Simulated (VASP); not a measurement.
Set up this calculation in VASP 6.6.1, as the native input.

| Item | Value |
| --- | --- |
| Task | single point |
| Functional | PBEsol |
| Potentials or basis | VASP PAW PBE potentials, release 64 (Be) |
| Cutoff | 520 eV |
| k mesh | 24 × 24 × 14 |
| Occupations | gaussian, width 0.15 eV |
| Spin | no spin polarisation |
| Dipole correction | no |
| Further INCAR settings | ALGO = Fast; EDIFF = 1e-06; NBANDS = 9 |

The structure of Be lies in POSCAR:

```
Be
1.0
    2.2995019849      0.0000000000      0.0000000000
   -1.1497509925      1.9914271350      0.0000000000
    0.0000000000      0.0000000000      3.6009000000
Be
2
Direct
    0.2580104669      0.5160209339      0.1666874948
    0.6666666667      0.3333333333      0.7500000000
```

This cell differs from its parent crystal: atom 1 (Be) moved by (-0.300, -0.300) A along y and z.

The input as run:

INCAR

```
SYSTEM = Be
PREC = Accurate
ENCUT = 520
EDIFF = 1E-6
ISMEAR = 0
SIGMA = 0.15
LREAL = .FALSE.
LASPH = .TRUE.
NELM = 80
ALGO = Fast
ISIF = 2
LWAVE = .FALSE.
LCHARG = .FALSE.
GGA = PS
NBANDS = 9
```

KPOINTS

```
Automatic mesh
0
G
  24 24 14
  0 0 0
```

Potentials or basis: VASP PAW PBE potentials, release 64 (Be).

The run is started by

```console
$ cat potpaw_PBE.64/Be/POTCAR > POTCAR
$ mpirun -np 1 vasp_std > vasp.out
```

Results of the run:

The pressure is 3.4 GPa. The largest force is 2.749 eV/Å and the band gap on the k mesh is zero (band 2 reaches 7.75 eV, above the bottom of band 3 at 5.54 eV).

Caveat: the cell differs from its parent crystal (atom 1 (Be) moved by (-0.300, -0.300) A along y and z); the PAW data sets were made with another functional, which shifts forces and pressure a little.

Run time: 82 s on 1 thread of Intel(R) Xeon(R) 6975P-C (Granite Rapids), on a shared host, peak memory 0.36 GiB.
